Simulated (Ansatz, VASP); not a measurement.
**Two plane-wave programs on InP3**

```
CELL_PARAMETERS angstrom
3.56639 2.05905 3.54173
-3.56639 2.05905 3.54173
0.00000 -4.11811 3.54173
ATOMIC_POSITIONS crystal
In 0.27328 0.27328 0.27328
In 0.72672 0.72672 0.72672
P 0.79471 0.24119 0.79471
P 0.79471 0.79471 0.24119
P 0.24119 0.79471 0.79471
P 0.20529 0.75881 0.20529
P 0.75881 0.20529 0.20529
P 0.20529 0.20529 0.75881
```

Change from the starting cell: strain -0.040 along x and y, +0.080 along z, atoms carried along.

Alike in both runs: task single point; functional PBEsol; k mesh 6 × 6 × 6; occupations gaussian, width 0.15 eV; no spin polarisation.

```csv
,VASP,Ansatz
version,VASP 6.6.1,Ansatz 0.2.0
potentials or method,"VASP PAW PBE potentials, release 64 (In_d, P), cutoff 520 eV","scalar-relativistic, plane waves, PAW"
valence electrons in the cell,56,56
```

VASP gave:

```
gap on the k mesh at the Fermi level (eV)                     : none
pressure (GPa)                                                : 2.6
traceless stress, the component that is largest in VASP (GPa) : -7.63
rms of the force components (eV/Å)                            : 0.234
```

**Question.** What did Ansatz give for the same quantities?

**Answer.** gap on the k mesh at the Fermi level (eV): none; pressure (GPa): 2.6; traceless stress, the component that is largest in VASP (GPa): -7.64; rms of the force components (eV/Å): 0.228.

VASP's potentials were made for PBE, not for PBEsol. Atom by atom the forces differ by 0.013 eV/Å (rms over components). A gap of «none» marks a metal or a gap that the smearing closes. The functional is the same, so the differences come from potentials, cutoffs and numerics.
